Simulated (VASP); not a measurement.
## AgRh: single point with PBE

AgRh:

```
CELL_PARAMETERS angstrom
2.77759 0.00000 0.00000
-1.38879 2.40546 0.00000
0.00000 0.00000 4.80860
ATOMIC_POSITIONS crystal
Ag 0.00000 0.00000 0.50000
Rh 0.66667 0.33333 0.00000
```

```json
{
 "Program": "VASP 6.6.1",
 "Task": "single point",
 "Functional": "PBE",
 "Potentials or basis": "VASP PAW PBE potentials, release 64 (Ag, Rh_pv)",
 "Cutoff": "520 eV",
 "k mesh": "14 × 14 × 7",
 "Occupations": "fermi-dirac, width 0.05 eV",
 "Spin": "collinear spin, ferromagnetic start",
 "Starting moments": "[0.0, 0.23] μB",
 "Fixed moment": "0.23 μB"
}
```

The pressure is -2.4 GPa. The net moment is 0.23 μB per cell and the site moments are Ag +0.00; Rh +0.23 μB. The valence electrons inside the program's atomic spheres are Ag 9.93; Rh 13.62.

Stress tensor (GPa, compression positive):
```
-2.07  0.00  0.00
 0.00 -2.07  0.00
 0.00  0.00 -2.92
```

It took 42 s on 1 thread of Intel(R) Xeon(R) 6975P-C (Granite Rapids), with other jobs on the host, peak memory 0.25 GiB.

Caveat: the total moment is fixed, so each spin has its own Fermi level.
